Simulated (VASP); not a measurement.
Write the native input for VASP 6.6.1 that does the following.

- Task: single point
- Functional: PBE
- Dispersion: D3(BJ)
- Potentials or basis: VASP PAW PBE potentials, release 64 (P)
- Cutoff: 520 eV
- k mesh: 10 × 4 × 8
- Occupations: gaussian, width 0.1 eV
- Spin: no spin polarisation
- Dipole correction: no
- Further INCAR settings: ALGO = Normal; EDIFF = 1e-07; NBANDS = 30

The structure of P lies in POSCAR:

```
P
1.0
    3.3225242949      0.0000000000      0.0000000000
    0.0000000000     10.1915207697      0.0000000000
    0.0000000000      0.0000000000      3.9168503966
P
8
Direct
    0.0000000000      0.8917491114      0.9391484520
    0.5000000000      0.8917491114      0.5608515480
    0.5000000000      0.6082508886      0.0608515480
    0.0000000000      0.6082508886      0.4391484520
    0.5000000000      0.3917491114      0.9391484520
    0.0000000000      0.3917491114      0.5608515480
    0.0000000000      0.1082508886      0.0608515480
    0.5000000000      0.1082508886      0.4391484520
```

This cell differs from its parent crystal: strain along c alone, the other axes held: -6.0 %, then relaxed in part.

One way to write it, as run:

INCAR

```
PREC     = Accurate       # precision mode
ENCUT    = 520            # plane-wave cutoff, eV
EDIFF    = 1E-7           # SCF threshold, eV
ISMEAR   = 0              # smearing method
SIGMA    = 0.1            # smearing width, eV
LREAL    = False          # projectors in reciprocal space
LASPH    = True           # aspherical terms in the spheres
NELM     = 100            # most SCF steps
ALGO     = Normal         # electronic algorithm
ISIF     = 2              # what is computed and relaxed
LWAVE    = False          # write WAVECAR
LCHARG   = False          # write CHGCAR
GGA      = PE             # functional
IVDW     = 12             # dispersion correction
NBANDS   = 30             # bands
```

KPOINTS

```
regular mesh
0
Gamma
  10 4 8
```

Potentials or basis: VASP PAW PBE potentials, release 64 (P).

Run with:

```sh
$ cat potpaw_PBE.64/P/POTCAR > POTCAR
$ mpirun -np 1 vasp_std > vasp.out
```

It gave:

```json
{
  "Pressure": "1.2 GPa",
  "Largest force": "0.064 eV/Å",
  "Band gap on the k mesh": "zero (bands 20 and 21 overlap by 0.90 eV)",
  "Dispersion energy per atom": "-0.424 eV"
}
```

Caveat: the cell differs from its parent crystal (strain along c alone, the other axes held: -6.0 %, then relaxed in part).

Wall time 5.6 min on 1 thread of Oxide Virtual Turin-like Processor, with other jobs on the host, peak memory 0.36 GiB.
